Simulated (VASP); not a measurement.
# Ru in VASP: a series of runs

Runs on Ru. Level: PBE. Tasks: single point.

Program: VASP 6.6.1. These are calculated values, not measurements. Logs are shortened: lines on timing, memory, paths and dates and some standing lists are left out, and cuts for length are marked.

## (1) The cell of the first run

The cell holds a slab with vacuum, 4 atoms: a = 2.721 Å, b = 4.296 Å, c = 19.142 Å, α = 90.00°, β = 90.00°, γ = 90.00°.

## (2) Single point, PBE

INCAR reads:

```
SYSTEM = Ru
ALGO     = Normal         ! electronic algorithm
DIPOL    = 0.5 0.5 0.500
EDIFF    = 1E-7           ! SCF threshold, eV
ENCUT    = 520            ! plane-wave cutoff, eV
GGA      = PE             ! functional
IDIPOL   = 3            
ISIF     = 2              ! what is computed and relaxed
ISMEAR   = -1             ! smearing method
LASPH    = .True.         ! aspherical terms in the spheres
LCHARG   = .False.        ! write CHGCAR
LDIPOL   = .True.       
LREAL    = .False.        ! projectors in reciprocal space
LWAVE    = .False.        ! write WAVECAR
NBANDS   = 36             ! bands
NELM     = 60             ! most SCF steps
PREC     = Accurate       ! precision mode
SIGMA    = 0.1            ! smearing width, eV
```

KPOINTS reads:

```
k-points
0
Gamma
  12 8 1
  0 0 0
```

POSCAR reads:

```
Ru
1.0
    2.7211623488      0.0000000000      0.0000000000
    0.0000000000      4.2959980361      0.0000000000
    0.0000000000      0.0000000000     19.1421000000
Ru
4
Direct
    0.0000000000      0.7500000000      0.4256196871
    0.5000000000      0.2500000000      0.4589672250
    0.5000000000      0.7500000000      0.5410327747
    0.0000000000      0.2500000000      0.5743803132
```

Potentials or basis: VASP PAW PBE potentials, release 64 (Ru_pv).

The run is started by

```console
$ cat potpaw_PBE.64/Ru_pv/POTCAR > POTCAR
$ mpirun -np 1 vasp_std > vasp.out
```

OUTCAR:

```text
SYSTEM = Ru
   EDIFF = 1E-7
   ENCUT = 520
   GGA = PE
   ISIF = 2
   ISMEAR = -1
   LASPH = .True.
   LREAL = .False.
   NELM = 60
   PREC = Accurate

 ion  position               nearest neighbor table
   1  0.000  0.750  0.426-   3 2.59   3 2.59   2 2.62   2 2.62   2 2.62   2 2.62
   2  0.500  0.250  0.459-   4 2.59   4 2.59   1 2.62   1 2.62   1 2.62   1 2.62   3 2.66   3 2.66

   3  0.500  0.750  0.541-   1 2.59   1 2.59   4 2.62   4 2.62   4 2.62   4 2.62   2 2.66   2 2.66

   4  0.000  0.250  0.574-   2 2.59   2 2.59   3 2.62   3 2.62   3 2.62   3 2.62

  LATTYP: Found a simple orthorhombic cell.
 ALAT       =     2.7211623488
 B/A-ratio  =     1.5787363948
 C/A-ratio  =     7.0345306697

  Lattice vectors:

 A1 = (   2.7211623488,   0.0000000000,   0.0000000000)
 A2 = (   0.0000000000,   4.2959980361,   0.0000000000)
 A3 = (   0.0000000000,   0.0000000000,  19.1421000000)

Analysis of symmetry for initial positions (statically):
=====================================================================
 Subroutine PRICEL returns:
 Original cell was already a primitive cell.

 Routine SETGRP: Setting up the symmetry group for a
 simple orthorhombic supercell.

 Subroutine GETGRP returns: Found  8 space group operations
 (whereof  4 operations were pure point group operations)
 out of a pool of  8 trial point group operations.

The static configuration has the point symmetry C_2h.
 The point group associated with its full space group is D_2h.

Analysis of symmetry for dynamics (positions and initial velocities):
=====================================================================
 Subroutine PRICEL returns:
 Original cell was already a primitive cell.

 Routine SETGRP: Setting up the symmetry group for a
 simple orthorhombic supercell.

 Subroutine GETGRP returns: Found  8 space group operations
 (whereof  4 operations were pure point group operations)
 out of a pool of  8 trial point group operations.

The dynamic configuration has the point symmetry C_2h.
 The point group associated with its full space group is D_2h.

 Subroutine INISYM returns: Found  8 space group operations
 (whereof  4 operations are pure point group operations),
 and found     1 'primitive' translations

----------------------------------------------------------------------------------------

                                     Primitive cell
[... 97 lines left out ...]
   EDIFFG = 0.1E-05   stopping-criterion for IOM
   NSW    =      0    number of steps for IOM
   IBRION =     -1    ionic relax: 0-MD 1-quasi-New 2-CG
   NFREE  =      0    steps in history (QN), initial steepest desc. (CG)
   ISIF   =      2    stress and relaxation
   ISYM   =      2    0-nonsym 1-usesym 2-fastsym
   POTIM  = 0.5000    time-step for ionic-motion
   TEBEG  =    0.0;   TEEND  =   0.0 temperature during run
   PSTRESS=    0.0 pullay stress
   NELECT =      56.0000    total number of electrons
   NUPDOWN=      -1.0000    fix difference up-down
   EMIN   =  10.00;   EMAX   =-10.00  energy-range for DOS
   EFERMI =   0.00;   METHOD = LEGACY
   ISMEAR =    -1;   SIGMA  =   0.10  broadening in eV -4-tet -1-fermi 0-gaus
   EFERMI_NEDOS =   21; number of points for ismear=-14 and -15
   IALGO  =     38    algorithm
   IMIX   =      4    mixing-type and parameters
     AMIX     =   0.40;   BMIX     =  1.00
     AMIX_MAG =   1.60;   BMIX_MAG =  1.00
  volume/ion in A,a.u.               =      55.94       377.52
  Fermi-wavevector in a.u.,A,eV,Ry     =   1.031656  1.949547 14.480866  1.064314
  Thomas-Fermi vector in A             =   2.165815
   LORBIT       =      0    0 simple, 1 ext, 2 COOP (PROOUT), +10 PAW based schemes
   GGA     = PE    functional components
   LHFCALC =     F    Hartree Fock is set to
   AEXX    =    0.0000 exact exchange contribution
   IVDW    =     0    specifies the selected vdW correction
   LEPSILON=     F    determine dielectric tensor
   LRPA    =     F    only Hartree local field effects (RPA)
 non-spin polarized calculation
  energy-cutoff  :      520.00
  volume of cell :      223.77
 maximum number of plane-waves:      6094
   NGX = 11   NGY = 15   NGZ = 71

 number of electron      56.0000022 magnetization

 dipolmoment           0.000000      0.000000      0.000000 electrons x Angstroem

 Free energy of the ion-electron system (eV)
  ---------------------------------------------------
  ext. energy  EPLUGINS =         0.00000000
  ---------------------------------------------------
  free energy    TOTEN  =       -32.93061592 eV

  energy without entropy =      -32.73443011  energy(sigma->0) =      -32.83252302

 E-fermi :  -0.5408     XC(G=0):  -4.4624

 val. band max:       -0.5632497845   @ k =   0.4167   0.2500   0.0000
 cond. band min:      -0.5392892640   @ k =   0.0833   0.3750   0.0000
 fundamental gap:      0.0239605204
 Fermi energy:        -0.5407771426

 k-point     1 :       0.0000    0.0000    0.0000
  band No.  band energies     occupation
      1     -43.9962      2.00000
      2     -43.7425      2.00000
      3     -43.6633      2.00000
      4     -43.5623      2.00000
      5     -43.3782      2.00000
      6     -43.2301      2.00000
[... 925 lines left out ...]
     35       2.0049      0.00000
     36       3.4687      0.00000

 [... further k-points ...]

------------------------ aborting loop because EDIFF is reached ----------------------------------------

 vacuum level on the upper side and lower side of the slab       (xc-potential included)        -0.076        -0.076

  FORCE on cell =-STRESS in cart. coord.  units (eV):
  Direction    XX          YY          ZZ          XY          YZ          ZX
  --------------------------------------------------------------------------------------
  -------------------------------------------------------------------------------------
  Total       -3.9709629     -1.1004900      0.0096771      0.0000000     -0.0000000      0.0000000
  in kB      -28.4314036     -7.8793170      0.0692863      0.0000000     -0.0000000      0.0000000
  external PRESSURE =     -12.0804781 kB  Pullay stress =       0.0000000 kB

 VOLUME and BASIS-vectors are now :
 -----------------------------------------------------------------------------
  energy-cutoff  :      520.00
  volume of cell :      223.77
      direct lattice vectors                 reciprocal lattice vectors
     2.721162349  0.000000000  0.000000000     0.367490018  0.000000000  0.000000000
     0.000000000  4.295998036  0.000000000     0.000000000  0.232774781  0.000000000
     0.000000000  0.000000000 19.142100000     0.000000000  0.000000000  0.052240872

 POSITION                                       TOTAL-FORCE (eV/Angst)
 -----------------------------------------------------------------------------------
      0.00000      3.22200      8.14725        -0.000000     -0.000000     -0.013610
      1.36058      1.07400      8.78560        -0.000000      0.000000     -0.010546
      1.36058      3.22200     10.35650         0.000000     -0.000000      0.010546
      0.00000      1.07400     10.99485        -0.000000     -0.000000      0.013610
 -----------------------------------------------------------------------------------
    total drift:                               -0.000000      0.000000      0.000015

  FREE ENERGIE OF THE ION-ELECTRON SYSTEM (eV)
  ---------------------------------------------------
  free  energy   TOTEN  =       -32.9306159236 eV

  energy  without entropy=      -32.7344301103  energy(sigma->0) =      -32.83252302

 vacuum level on the upper side and lower side of the slab         4.287         4.287
```

Wall time 6.7 min (1 thread of Intel Xeon 8259CL, shared host); peak memory 0.41 GiB.

Results:

```
Free energy            : -32.9306 eV
Largest force          : 0.014 eV/Å
Band gap on the k mesh : zero (bands 28 and 29 overlap by 1.08 eV)
```

Forces on the atoms (eV/Å):
```
Ru   0.000  0.000 -0.014
Ru   0.000  0.000 -0.011
Ru   0.000  0.000  0.011
Ru   0.000  0.000  0.014
```

## (3) Single point, PBE

INCAR reads:

```
PREC = Accurate
ENCUT = 520
EDIFF = 1E-6
ISMEAR = -1
SIGMA = 0.1
LREAL = F
LASPH = T
NELM = 60
ALGO = Normal
ISIF = 2
LWAVE = F
LCHARG = F
LDIPOL = T
IDIPOL = 3
DIPOL = 0.5 0.5 0.500
GGA = PE
NBANDS = 36
```

KPOINTS reads:

```
Automatic mesh
0
Gamma
  12 8 1
```

POSCAR is that of step 2.

Potentials or basis: VASP PAW PBE potentials, release 64 (Ru_pv).

The run is started by

```console
$ cat potpaw_PBE.64/Ru_pv/POTCAR > POTCAR
$ mpirun -np 1 vasp_std > vasp.out
```

OUTCAR:

```text
PREC = Accurate
   ENCUT = 520
   EDIFF = 1E-6
   ISMEAR = -1
   LREAL = F
   LASPH = T
   NELM = 60
   ISIF = 2
   GGA = PE

 ion  position               nearest neighbor table
   1  0.000  0.750  0.426-   3 2.59   3 2.59   2 2.62   2 2.62   2 2.62   2 2.62
   2  0.500  0.250  0.459-   4 2.59   4 2.59   1 2.62   1 2.62   1 2.62   1 2.62   3 2.66   3 2.66

   3  0.500  0.750  0.541-   1 2.59   1 2.59   4 2.62   4 2.62   4 2.62   4 2.62   2 2.66   2 2.66

   4  0.000  0.250  0.574-   2 2.59   2 2.59   3 2.62   3 2.62   3 2.62   3 2.62

  LATTYP: Found a simple orthorhombic cell.
 ALAT       =     2.7211623488
 B/A-ratio  =     1.5787363948
 C/A-ratio  =     7.0345306697

  Lattice vectors:

 A1 = (   2.7211623488,   0.0000000000,   0.0000000000)
 A2 = (   0.0000000000,   4.2959980361,   0.0000000000)
 A3 = (   0.0000000000,   0.0000000000,  19.1421000000)

Analysis of symmetry for initial positions (statically):
=====================================================================
 Subroutine PRICEL returns:
 Original cell was already a primitive cell.

 Routine SETGRP: Setting up the symmetry group for a
 simple orthorhombic supercell.

 Subroutine GETGRP returns: Found  8 space group operations
 (whereof  4 operations were pure point group operations)
 out of a pool of  8 trial point group operations.

The static configuration has the point symmetry C_2h.
 The point group associated with its full space group is D_2h.

Analysis of symmetry for dynamics (positions and initial velocities):
=====================================================================
 Subroutine PRICEL returns:
 Original cell was already a primitive cell.

 Routine SETGRP: Setting up the symmetry group for a
 simple orthorhombic supercell.

 Subroutine GETGRP returns: Found  8 space group operations
 (whereof  4 operations were pure point group operations)
 out of a pool of  8 trial point group operations.

The dynamic configuration has the point symmetry C_2h.
 The point group associated with its full space group is D_2h.

[... 127 lines left out ...]
   GGA     = PE    functional components
   LHFCALC =     F    Hartree Fock is set to
   AEXX    =    0.0000 exact exchange contribution
   IVDW    =     0    specifies the selected vdW correction
   LEPSILON=     F    determine dielectric tensor
   LRPA    =     F    only Hartree local field effects (RPA)
 non-spin polarized calculation
  energy-cutoff  :      520.00
  volume of cell :      223.77
 maximum number of plane-waves:      6094
   NGX = 11   NGY = 15   NGZ = 71

 number of electron      56.0000022 magnetization

 dipolmoment           0.000000      0.000000      0.000000 electrons x Angstroem

 Free energy of the ion-electron system (eV)
  ---------------------------------------------------
  ext. energy  EPLUGINS =         0.00000000
  ---------------------------------------------------
  free energy    TOTEN  =       -32.93061586 eV

  energy without entropy =      -32.73443004  energy(sigma->0) =      -32.83252295

 E-fermi :  -0.5408     XC(G=0):  -4.4630

 val. band max:       -0.5632405799   @ k =   0.4167   0.2500   0.0000
 cond. band min:      -0.5392803395   @ k =   0.0833   0.3750   0.0000
 fundamental gap:      0.0239602404
 Fermi energy:        -0.5407681068

 k-point     1 :       0.0000    0.0000    0.0000
  band No.  band energies     occupation
      1     -43.9962      2.00000
      2     -43.7425      2.00000
      3     -43.6633      2.00000
      4     -43.5622      2.00000
      5     -43.3782      2.00000
      6     -43.2301      2.00000
[... 925 lines left out ...]
     35       2.0049      0.00000
     36       3.4687      0.00000

 [... further k-points ...]

------------------------ aborting loop because EDIFF is reached ----------------------------------------

 vacuum level on the upper side and lower side of the slab       (xc-potential included)        -0.113        -0.113

  FORCE on cell =-STRESS in cart. coord.  units (eV):
  Direction    XX          YY          ZZ          XY          YZ          ZX
  --------------------------------------------------------------------------------------
  -------------------------------------------------------------------------------------
  Total       -3.9710633     -1.1005527      0.0096329      0.0000000     -0.0000000      0.0000000
  in kB      -28.4321229     -7.8797663      0.0689701      0.0000000     -0.0000000      0.0000000
  external PRESSURE =     -12.0809730 kB  Pullay stress =       0.0000000 kB

 VOLUME and BASIS-vectors are now :
 -----------------------------------------------------------------------------
  energy-cutoff  :      520.00
  volume of cell :      223.77
      direct lattice vectors                 reciprocal lattice vectors
     2.721162349  0.000000000  0.000000000     0.367490018  0.000000000  0.000000000
     0.000000000  4.295998036  0.000000000     0.000000000  0.232774781  0.000000000
     0.000000000  0.000000000 19.142100000     0.000000000  0.000000000  0.052240872

 POSITION                                       TOTAL-FORCE (eV/Angst)
 -----------------------------------------------------------------------------------
      0.00000      3.22200      8.14725         0.000000     -0.000000     -0.013612
      1.36058      1.07400      8.78560         0.000000      0.000000     -0.010542
      1.36058      3.22200     10.35650         0.000000     -0.000000      0.010542
      0.00000      1.07400     10.99485         0.000000     -0.000000      0.013612
 -----------------------------------------------------------------------------------
    total drift:                               -0.000000      0.000000      0.000015

  FREE ENERGIE OF THE ION-ELECTRON SYSTEM (eV)
  ---------------------------------------------------
  free  energy   TOTEN  =       -32.9306158572 eV

  energy  without entropy=      -32.7344300365  energy(sigma->0) =      -32.83252295

 vacuum level on the upper side and lower side of the slab         4.262         4.262
```

OSZICAR:

```text
N       E                     dE             d eps       ncg     rms          rms(c)
DAV:   1     0.472177814423E+03    0.47218E+03   -0.34194E+04  3416   0.137E+03
DAV:   2    -0.214675447507E+02   -0.49365E+03   -0.48070E+03  2908   0.388E+02
DAV:   3    -0.351366009386E+02   -0.13669E+02   -0.13018E+02  2852   0.635E+01
[... 15 lines left out ...]
DAV:  19    -0.329305791347E+02   -0.52136E-04   -0.43620E-06  1880   0.375E-03    0.782E-04
DAV:  20    -0.329306025921E+02   -0.23457E-04   -0.18984E-06  1900   0.217E-03    0.435E-04
DAV:  21    -0.329306128794E+02   -0.10287E-04   -0.83864E-07  1704   0.127E-03    0.183E-04
DAV:  22    -0.329306156122E+02   -0.27328E-05   -0.29731E-07  1668   0.766E-04    0.544E-05
DAV:  23    -0.329306158572E+02   -0.24498E-06   -0.25740E-08  1436   0.342E-04
   1 F= -.32930616E+02 E0= -.32832523E+02  d E =-.196186E+00
```

Run time: 6.5 min. Hardware: 1 thread of Intel Xeon 8259CL, shared host; peak memory 0.41 GiB.

What came out:

- Free energy: -32.9306 eV
- Largest force: 0.014 eV/Å
- Band gap on the k mesh: zero (bands 28 and 29 overlap by 1.08 eV)

Forces on the atoms (eV/Å):
```
Ru   0.000  0.000 -0.014
Ru   0.000  0.000 -0.011
Ru   0.000  0.000  0.011
Ru   0.000  0.000  0.014
```

## (4) Single point, PBE

INCAR reads:

```
PREC = Accurate ; ENCUT = 520
EDIFF = 1E-7 ; ISMEAR = -1
SIGMA = 0.1 ; LREAL = F
LASPH = T ; NELM = 60
ALGO = Normal ; ISIF = 2
LWAVE = F ; LCHARG = F
LDIPOL = T ; IDIPOL = 3
DIPOL = 0.5 0.5 0.500 ; GGA = PE
NBANDS = 36 ; EFIELD = -0.1
```

KPOINTS is that of step 3.

POSCAR is that of step 3.

The run is started by

```console
$ cat potpaw_PBE.64/Ru_pv/POTCAR > POTCAR
$ mpirun -np 1 vasp_std > vasp.out
```

It took 8.1 min on 1 thread of Intel Xeon 8259CL, shared host; peak memory 0.41 GiB.

The run converged. Its results:

```yaml
Free_energy: -32.9326 eV
Largest_force: 0.017 eV/Å
Band_gap_on_the_k_mesh: zero (bands 28 and 29 overlap by 1.08 eV)
```

Forces on the atoms (eV/Å):
```
Ru   0.000  0.000 -0.011
Ru   0.000  0.000 -0.013
Ru   0.000  0.000  0.008
Ru   0.000  0.000  0.017
```

Levels at points of the mesh, in eV from the Fermi level:
```
           k point  band 26  band 27  band 28  band 29  band 30  band 31
(0.00, 0.00, 0.00)    -1.17    -1.12    -0.91    -0.56    -0.50     0.97
(0.50, 0.00, 0.00)    -0.36    -0.24     0.16     0.78     1.16     1.20
(0.00, 0.50, 0.00)    -0.83    -0.80    -0.79     0.25     0.26     0.37
(0.50, 0.50, 0.00)    -0.16     0.13     0.13     1.40     1.40     1.61
```

The gap in the log of VASP goes by the Fermi energy; the results here count the filled bands.